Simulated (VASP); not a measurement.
Wanted: the native input for a VASP 6.6.1 run.

| Quantity | Value |
| --- | --- |
| Task | single point |
| Functional | PBE |
| Potentials or basis | VASP PAW PBE potentials, release 64 (Al, Cu) |
| Cutoff | 520 eV |
| k mesh | 6 × 6 × 4 |
| Occupations | gaussian, width 0.1 eV |
| Spin | no spin polarisation |
| Dipole correction | no |
| Further INCAR settings | ALGO = Normal; EDIFF = 1e-07; NBANDS = 38 |

The structure of AlCu5 lies in POSCAR:

```
AlCu5
1.0
    3.8915781600      0.0000000000      0.0000000000
   -1.9457890800      3.3702055500      0.0000000000
    0.0000000000      0.0000000000      6.1321878900
Al Cu
1 5
Direct
    0.0000000000      0.0000000000      0.0000000000
    0.5000000000      0.0000000000      0.5000000000
    0.0000000000      0.5000000000      0.5000000000
    0.5000000000      0.5000000000      0.5000000000
    0.0000000000      0.0000000000      0.6771461200
    0.0000000000      0.0000000000      0.3228538800
```

The cell was built from a structure type or drawn by symmetry, and may not be a known phase.

These files were run (other wordings do the same):

INCAR

```
SYSTEM = AlCu5
PREC = Accurate ; ENCUT = 520
EDIFF = 1E-7 ; ISMEAR = 0
SIGMA = 0.1 ; LREAL = .False.
LASPH = .True. ; NELM = 80
ALGO = Normal ; ISIF = 2
LWAVE = .False. ; LCHARG = .False.
GGA = PE ; NBANDS = 38
```

KPOINTS

```
regular mesh
0
Gamma
  6 6 4
  0 0 0
```

Potentials or basis: VASP PAW PBE potentials, release 64 (Al, Cu).

The run is started by

```sh
$ cat potpaw_PBE.64/Al/POTCAR potpaw_PBE.64/Cu/POTCAR > POTCAR
$ mpirun -np 1 vasp_std > vasp.out
```

It gave:

- Pressure: 94.6 GPa
- Largest force: 2.161 eV/Å
- Band gap on the k mesh: zero (bands 29 and 30 overlap by 2.05 eV)

Caveat: the cell stands under pressure; forces of over 1 eV/Å act on the atoms, so gaps and moduli don't describe the material at rest.

Run time: 87 s on 1 thread of Intel(R) Xeon(R) Platinum 8488C (Sapphire Rapids), with other jobs on the host, peak memory 0.22 GiB.
